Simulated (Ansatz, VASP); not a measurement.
## ZnS in VASP and in Ansatz

File INCAR:

```
PREC = Accurate
ENCUT = 520
EDIFF = 1E-6
ISMEAR = 0
SIGMA = 0.05
LREAL = F
LASPH = T
NELM = 100
ALGO = Normal
ISIF = 2
LWAVE = F
LCHARG = T
GGA = CA
LELF = T
LVHAR = T
NBANDS = 16
```

KPOINTS

```
regular mesh
0
Gamma
  10 10 10
```

The input POSCAR:

```
ZnS
1.0
   -0.5861359534      2.4456017367      2.4456017367
    2.4456017367     -0.5861359534      2.4456017367
    2.4456017367      2.4456017367     -0.5861359534
Zn S
1 1
Direct
    0.0000000000      0.0000000000      0.0000000000
    0.7500000000      0.7500000000      0.7500000000
```

Input for Ansatz:

```yaml
crystal:
  lattice:
    - [-0.5861359534, 2.4456017367, 2.4456017367]
    - [2.4456017367, -0.5861359534, 2.4456017367]
    - [2.4456017367, 2.4456017367, -0.5861359534]
  atoms:
    - { symbol: Zn, position: [0.0, 0.0, 0.0] }
    - { symbol: S, position: [0.75, 0.75, 0.75] }
basis:
  ecutwfc: 420
kpoints:
  mp_grid: { grid: [10, 10, 10] }
hamiltonian:
  xc: lda
scf:
  occupations: { method: gaussian, width: 0.05 }
output:
  forces: true
  stress: true
  eigenvalues: true
```

Alike in both runs: task single point; functional LDA; k mesh 10 × 10 × 10; occupations gaussian, width 0.05 eV; no spin polarisation.

|  | VASP | Ansatz |
| --- | --- | --- |
| version | VASP 6.6.1 | Ansatz 0.2.0 |
| potentials or method | VASP PAW LDA potentials, release 64 (Zn, S), cutoff 520 eV | scalar-relativistic, plane waves, PAW |
| valence electrons in the cell | 18 | 18 |

VASP gave:

| Item | Value |
| --- | --- |
| gap on the k mesh at the Fermi level (eV) | 1.30 |
| least direct gap on the mesh (eV) | 1.34 |
| pressure (GPa) | 13.6 |
| traceless stress, the component that is largest in VASP (GPa) | 24.68 |
| rms of the force components (eV/Å) | 4.211 |

Q: Estimate Ansatz's values.

A: gap on the k mesh at the Fermi level (eV): 1.28; least direct gap on the mesh (eV): 1.31; pressure (GPa): 13.3; traceless stress, the component that is largest in VASP (GPa): 24.48; rms of the force components (eV/Å): 4.162.

LDA's correlation is that of Perdew and Zunger in VASP and of Perdew and Wang (1992) in Ansatz. Atom by atom the forces differ by 0.049 eV/Å (rms over components).
